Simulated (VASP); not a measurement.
Write the native input for VASP 6.6.1 that does the following.

| Item | Value |
| --- | --- |
| Task | single point |
| Functional | PBEsol |
| Potentials or basis | VASP PAW PBE potentials, release 64 (Si, O) |
| Cutoff | 520 eV |
| k mesh | 8 × 8 × 8 |
| Occupations | gaussian, width 0.02 eV |
| Spin | no spin polarisation |
| Dipole correction | no |
| Further INCAR settings | ALGO = Normal; EDIFF = 1e-06; NBANDS = 25 |

The structure of SiO2 lies in POSCAR:

```
SiO2
1.0
   -2.4899962649      2.4899962649      3.6686295541
    2.4899962649     -2.4899962649      3.6686295541
    2.4899962649      2.4899962649     -3.6686295541
Si O
2 4
Direct
    0.0000000000      0.0000000000      0.0000000000
    0.7500000000      0.2500000000      0.5000000000
    0.9716518009      0.6250000000      0.8466518009
    0.3750000000      0.2216518009      0.3466518009
    0.7783481991      0.1250000000      0.1533481991
    0.8750000000      0.0283481991      0.6533481991
```

One way to write it, as run:

INCAR

```
PREC = Accurate
ENCUT = 520
EDIFF = 1E-6
ISMEAR = 0
SIGMA = 0.02
LREAL = F
LASPH = T
NELM = 60
ALGO = Normal
ISIF = 2
LWAVE = F
LCHARG = F
GGA = PS
NBANDS = 25
```

KPOINTS

```
Automatic mesh
0
Gamma
  8 8 8
```

Potentials or basis: VASP PAW PBE potentials, release 64 (Si, O).

The run is started by

```bash
$ cat potpaw_PBE.64/Si/POTCAR potpaw_PBE.64/O/POTCAR > POTCAR
$ mpirun -np 1 vasp_std > vasp.out
```

It gave:

```yaml
Pressure: 0.5 GPa
Largest_force: 0.022 eV/Å
Band_gap_on_the_k_mesh: 5.82 eV
```

Caveat: the PAW data sets were made with another functional, which shifts forces and pressure a little.

Run time: 2 min on 1 thread of Intel(R) Xeon(R) Platinum 8259CL CPU @ 2.50GHz (Skylake/Cascade Lake) (shared host), peak memory 0.28 GiB.
